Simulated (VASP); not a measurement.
# Sn2TeO3 (P4mm) in VASP: relaxation of cell and atoms with PBE

Aim: the relaxation of cell and atoms of Sn2TeO3 with PBE.

All numbers are computed with VASP 6.6.1; they aren't measurements. Logs are shortened: lines on timing, memory, paths and dates and some standing lists are left out, and cuts for length are marked.

## 1. The cell of the first run

It takes space group P4mm (No. 99, tetragonal). The conventional cell has a = 4.998 Å, b = 4.998 Å, c = 4.494 Å, α = 90.00°, β = 90.00°, γ = 90.00°. Sn (site symmetry 2mm) has 1 O at 1.74 Å within 2.3 Å. Te (site symmetry 4mm) has 1 O at 1.43 Å within 1.9 Å. O (site symmetry 2mm) has 1 Sn at 1.74 Å within 2.3 Å. Within 1.9 Å of O (site symmetry 4mm) lie 1 Te at 1.43 Å.

The cell was generated, and may not be a known phase.

## 2. Relaxation of cell and atoms, PBE

INCAR reads:

```
SYSTEM = Sn2TeO3
ALGO = Normal ; EDIFF = 1E-7
EDIFFG = -0.04 ; ENCUT = 600
GGA = PE ; IBRION = 2
ISIF = 3 ; ISMEAR = 0
LASPH = .TRUE. ; LCHARG = .FALSE.
LREAL = .FALSE. ; LWAVE = .FALSE.
NELM = 100 ; NSW = 90
PREC = Accurate ; SIGMA = 0.1
```

KPOINTS reads:

```
k-points
0
G
  4 4 4
  0 0 0
```

POSCAR reads:

```
Sn2TeO3
1.0
    4.9984453800      0.0000000000      0.0000000000
    0.0000000000      4.9984453800      0.0000000000
    0.0000000000      0.0000000000      4.4942543000
Sn Te O
2 1 3
Direct
    0.5000000000      0.0000000000      0.5789229300
    0.0000000000      0.5000000000      0.5789229300
    0.5000000000      0.5000000000      0.3674087600
    0.5000000000      0.0000000000      0.9654470600
    0.0000000000      0.5000000000      0.9654470600
    0.5000000000      0.5000000000      0.0496341200
```

Potentials or basis: VASP PAW PBE potentials, release 64 (Sn_d, Te, O).

Started as:

```
$ cat potpaw_PBE.64/Sn_d/POTCAR potpaw_PBE.64/Te/POTCAR potpaw_PBE.64/O/POTCAR > POTCAR
$ mpirun -np 1 vasp_std > vasp.out
```

OUTCAR:

```text
SYSTEM = Sn2TeO3
   EDIFF = 1E-7
   EDIFFG = -0.04
   ENCUT = 600
   GGA = PE
   IBRION = 2
   ISIF = 3
   ISMEAR = 0
   LASPH = .TRUE.
   LREAL = .FALSE.
   NELM = 100
   NSW = 90
   PREC = Accurate

 ion  position               nearest neighbor table
   1  0.500  0.000  0.579-   4 1.74   3 2.67   3 2.67   4 2.76   2 3.53   2 3.53   2 3.53   2 3.53

   2  0.000  0.500  0.579-   5 1.74   3 2.67   3 2.67   5 2.76   1 3.53   1 3.53   1 3.53   1 3.53

   3  0.500  0.500  0.367-   6 1.43   2 2.67   1 2.67   1 2.67   2 2.67
   4  0.500  0.000  0.965-   1 1.74   1 2.76
   5  0.000  0.500  0.965-   2 1.74   2 2.76
   6  0.500  0.500  0.050-   3 1.43

  LATTYP: Found a simple tetragonal cell.
 ALAT       =     4.9984453800
 C/A-ratio  =     0.8991304212

  Lattice vectors:

 A1 = (   4.9984453800,   0.0000000000,   0.0000000000)
 A2 = (   0.0000000000,   4.9984453800,   0.0000000000)
 A3 = (   0.0000000000,   0.0000000000,   4.4942543000)

Analysis of symmetry for initial positions (statically):
=====================================================================
 Subroutine PRICEL returns:
 Original cell was already a primitive cell.

 Routine SETGRP: Setting up the symmetry group for a
 simple tetragonal supercell.

 Subroutine GETGRP returns: Found  8 space group operations
 (whereof  8 operations were pure point group operations)
 out of a pool of 16 trial point group operations.

The static configuration has the point symmetry C_4v.

Analysis of symmetry for dynamics (positions and initial velocities):
=====================================================================
 Subroutine PRICEL returns:
 Original cell was already a primitive cell.

 Routine SETGRP: Setting up the symmetry group for a
 simple tetragonal supercell.

 Subroutine GETGRP returns: Found  8 space group operations
 (whereof  8 operations were pure point group operations)
 out of a pool of 16 trial point group operations.

The dynamic configuration has the point symmetry C_4v.

 Subroutine INISYM returns: Found  8 space group operations
 (whereof  8 operations are pure point group operations),
 and found     1 'primitive' translations

----------------------------------------------------------------------------------------

                                     Primitive cell

  volume of cell :     112.2865

  direct lattice vectors                    reciprocal lattice vectors
     4.998445380  0.000000000  0.000000000     0.200062204  0.000000000  0.000000000
     0.000000000  4.998445380  0.000000000     0.000000000  0.200062204  0.000000000
     0.000000000  0.000000000  4.494254300     0.000000000  0.000000000  0.222506323

  length of vectors
     4.998445380  4.998445380  4.494254300     0.200062204  0.200062204  0.222506323

  position of ions in fractional coordinates (direct lattice)
     0.500000000  0.000000000  0.578922930
     0.000000000  0.500000000  0.578922930
     0.500000000  0.500000000  0.367408760
     0.500000000  0.000000000  0.965447060
     0.000000000  0.500000000  0.965447060
     0.500000000  0.500000000  0.049634120

  ion indices of the primitive-cell ions
   primitive index   ion index
                 1           1
                 2           2
                 3           3
                 4           4
                 5           5
                 6           6

----------------------------------------------------------------------------------------

 KPOINTS: k-points

Automatic generation of k-mesh.
 Grid dimensions read from file:
 generate k-points for:    4    4    4

 Generating k-lattice:

  Cartesian coordinates                     Fractional coordinates (reciprocal lattice)
     0.050015551  0.000000000  0.000000000     0.250000000  0.000000000  0.000000000
     0.000000000  0.050015551  0.000000000     0.000000000  0.250000000  0.000000000
     0.000000000  0.000000000  0.055626581     0.000000000  0.000000000  0.250000000

  Length of vectors
     0.050015551  0.050015551  0.055626581

  Shift w.r.t. Gamma in fractional coordinates (k-lattice)
     0.000000000  0.000000000  0.000000000

 Subroutine IBZKPT returns following result:
 ===========================================

 Found     18 irreducible k-points:

 Following reciprocal coordinates:
            Coordinates               Weight
  0.000000  0.000000  0.000000      1.000000
  0.250000  0.000000  0.000000      4.000000
  0.500000  0.000000  0.000000      2.000000
  0.250000  0.250000  0.000000      4.000000
  0.500000  0.250000  0.000000      4.000000
  0.500000  0.500000  0.000000      1.000000
[... 10 lines left out ...]
  0.500000  0.250000  0.500000      4.000000
  0.500000  0.500000  0.500000      1.000000
   k-points           NKPTS =     18   k-points in BZ     NKDIM =     18   number of bands    NBANDS=     31
   number of dos      NEDOS =    301   number of ions     NIONS =      6
   total plane-waves  NPLWV =  57600
   dimension x,y,z NGX =    40 NGY =   40 NGZ =   36
   dimension x,y,z NGXF=    80 NGYF=   80 NGZF=   72
   ions per type =               2   1   3
   NGX,Y,Z   is equivalent  to a cutoff of  13.30, 13.30, 13.32 a.u.
   NGXF,Y,Z  is equivalent  to a cutoff of  26.61, 26.61, 26.63 a.u.
 SYSTEM =  Sn2TeO3
   PREC   = accura    normal or accurate (medium, high low for compatibility)
   ISTART =      0    job   : 0-new  1-cont  2-samecut
   ICHARG =      2    charge: 1-file 2-atom 10-const
   ISPIN  =      1    spin polarized calculation?
   LNONCOLLINEAR =      F non collinear calculations
   LSORBIT =      F    spin-orbit coupling
   LASPH  =      T    aspherical Exc in radial PAW
   ENCUT  =  600.0 eV  44.10 Ry    6.64 a.u.   9.98  9.98  8.98*2*pi/ulx,y,z
   NELM   =    100;   NELMIN=  2; NELMDL= -5     # of ELM steps
   EDIFF  = 0.1E-06   stopping-criterion for ELM
   LREAL  =      F    real-space projection
   EDIFFG = -.4E-01   stopping-criterion for IOM
   NSW    =     90    number of steps for IOM
   IBRION =      2    ionic relax: 0-MD 1-quasi-New 2-CG
   NFREE  =      1    steps in history (QN), initial steepest desc. (CG)
   ISIF   =      3    stress and relaxation
   ISYM   =      2    0-nonsym 1-usesym 2-fastsym
   POTIM  = 0.5000    time-step for ionic-motion
   TEBEG  =    0.0;   TEEND  =   0.0 temperature during run
   PSTRESS=    0.0 pullay stress
   NELECT =      52.0000    total number of electrons
   NUPDOWN=      -1.0000    fix difference up-down
   EMIN   =  10.00;   EMAX   =-10.00  energy-range for DOS
   EFERMI =   0.00;   METHOD = LEGACY
   ISMEAR =     0;   SIGMA  =   0.10  broadening in eV -4-tet -1-fermi 0-gaus
   EFERMI_NEDOS =   21; number of points for ismear=-14 and -15
   IALGO  =     38    algorithm
   IMIX   =      4    mixing-type and parameters
     AMIX     =   0.40;   BMIX     =  1.00
     AMIX_MAG =   1.60;   BMIX_MAG =  1.00
  volume/ion in A,a.u.               =      18.71       126.29
  Fermi-wavevector in a.u.,A,eV,Ry     =   1.266582  2.393494 21.826886  1.604231
  Thomas-Fermi vector in A             =   2.399775
   LORBIT       =      0    0 simple, 1 ext, 2 COOP (PROOUT), +10 PAW based schemes
   GGA     = PE    functional components
   LHFCALC =     F    Hartree Fock is set to
   AEXX    =    0.0000 exact exchange contribution
   IVDW    =     0    specifies the selected vdW correction
   LEPSILON=     F    determine dielectric tensor
   LRPA    =     F    only Hartree local field effects (RPA)
 conjugate gradient relaxation of ions
 non-spin polarized calculation
 Gauss-broadening in eV      SIGMA  =   0.10
  energy-cutoff  :      600.00
  volume of cell :      112.29
 maximum number of plane-waves:      3772
 NGX is ok and might be reduce to    40
   NGX = 19   NGY = 19   NGZ = 17

--------------------------------------- Ionic step        1  -------------------------------------------

 number of electron      51.9999999 magnetization

 Free energy of the ion-electron system (eV)
  ---------------------------------------------------
  ext. energy  EPLUGINS =         0.00000000
  ---------------------------------------------------
  free energy    TOTEN  =       -17.14199911 eV

  energy without entropy =      -17.12288330  energy(sigma->0) =      -17.13244121

------------------------ aborting loop because EDIFF is reached ----------------------------------------

  FORCE on cell =-STRESS in cart. coord.  units (eV):
  Direction    XX          YY          ZZ          XY          YZ          ZX
  --------------------------------------------------------------------------------------
  -------------------------------------------------------------------------------------
  Total       16.2513525     16.2513525     78.7708726      0.0000000      0.0000000      0.0000000
  in kB      231.8849421    231.8849421   1123.9544076      0.0000000      0.0000000      0.0000000
  external PRESSURE =     529.2414306 kB  Pullay stress =       0.0000000 kB
[... 101 lines left out ...]
  FREE ENERGIE OF THE ION-ELECTRON SYSTEM (eV)
  ---------------------------------------------------
  free  energy   TOTEN  =       183.7339512593 eV

  energy  without entropy=      183.7891192968  energy(sigma->0) =      183.76153528

 E-fermi :  -0.0747     XC(G=0):  -6.6197

 val. band max:       -0.1687096900   @ k =   0.2500   0.0000   0.5000
 cond. band min:      -0.0720559188   @ k =   0.2500   0.0000   0.2500
 fundamental gap:      0.0966537712
 Fermi energy:        -0.0746752518

 k-point     1 :       0.0000    0.0000    0.0000
  band No.  band energies     occupation
      1     -22.2025      2.00000
      2     -22.1971      2.00000
      3     -22.1971      2.00000
      4     -22.1961      2.00000
      5     -22.1864      2.00000
      6     -22.1864      2.00000
[... 601 lines left out ...]
     30       1.5769      0.00000
     31       1.5769      0.00000

 E-fermi :   4.3276     XC(G=0):  -8.7810

 val. band max:        4.3228608145   @ k =   0.2500   0.0000   0.2500
 cond. band min:       4.3512950691   @ k =   0.5000   0.2500   0.5000
 fundamental gap:      0.0284342546
 Fermi energy:         4.3276062770

 k-point     1 :       0.0000    0.0000    0.0000
  band No.  band energies     occupation
      1     -17.7395      2.00000
      2     -17.7037      2.00000
      3     -17.5828      2.00000
      4     -17.5613      2.00000
      5     -17.5580      2.00000
      6     -17.5580      2.00000
[... 601 lines left out ...]
     30       7.5546      0.00000
     31       7.5546      0.00000

[... ionic steps 4 to 25 ...]

--------------------------------------- Ionic step       26  -------------------------------------------

 number of electron      52.0000034 magnetization

------------------------ aborting loop because EDIFF is reached ----------------------------------------
[... 75 lines left out ...]
--------------------------------------- Ionic step       28  -------------------------------------------

 number of electron      52.0000033 magnetization

 Free energy of the ion-electron system (eV)
  ---------------------------------------------------
  ext. energy  EPLUGINS =         0.00000000
  ---------------------------------------------------
  free energy    TOTEN  =       -29.16533644 eV

  energy without entropy =      -29.14313947  energy(sigma->0) =      -29.15423795

 E-fermi :   6.6987     XC(G=0):  -9.7549

 val. band max:        6.6860033942   @ k =   0.5000   0.2500   0.2500
 cond. band min:       6.7040658914   @ k =   0.2500   0.2500   0.5000
 fundamental gap:      0.0180624972
 Fermi energy:         6.6987008884

 k-point     1 :       0.0000    0.0000    0.0000
  band No.  band energies     occupation
      1     -15.9113      2.00000
      2     -15.5725      2.00000
      3     -15.4681      2.00000
      4     -15.3493      2.00000
      5     -15.3493      2.00000
      6     -15.3406      2.00000
[... 634 lines left out ...]
  FREE ENERGIE OF THE ION-ELECTRON SYSTEM (eV)
  ---------------------------------------------------
  free  energy   TOTEN  =       -29.1653364368 eV

  energy  without entropy=      -29.1431394730  energy(sigma->0) =      -29.15423795

 reached required accuracy - stopping structural energy minimisation
```

Wall time 31 min (1 thread of Intel Xeon Platinum 8488C (Sapphire Rapids), shared host); peak memory 0.29 GiB.

What came out:

- Free energy: -29.1653 eV
- Relaxed volume: 19.18 Å³/atom
- Relaxed cell: a = 4.503 Å, b = 4.503 Å, c = 5.677 Å, α = 90.00°, β = 90.00°, γ = 90.00°
- Space group after relaxing (to 0.1 Å): P4mm (No. 99)
- Pressure after relaxing: 0.1 GPa
- Largest force after relaxing: 0.024 eV/Å
- Band gap on the k mesh: zero (bands 26 and 27 overlap by 1.15 eV)

Forces on the atoms (eV/Å):
```
Sn   0.000  0.000  0.023
Sn   0.000  0.000  0.023
Te   0.000  0.000  0.001
O    0.000  0.000 -0.024
O    0.000  0.000 -0.024
O    0.000  0.000  0.000
```

Final structure:
```
Sn Te O
1.0
     4.50288    0.00000    0.00000
     0.00000    4.50288    0.00000
     0.00000    0.00000    5.67702
Sn Te O
2 1 3
Cartesian
  2.2514 0.0000 2.7167
  0.0000 2.2514 2.7167
  2.2514 2.2514 5.6761
  2.2514 0.0000 0.5362
  0.0000 2.2514 0.5362
  2.2514 2.2514 2.0434
```

Caveat: a cell axis changed by over 15 % at a fixed basis, so the end point is rough; spin-orbit coupling is left out, which moves the levels of the heavy elements.
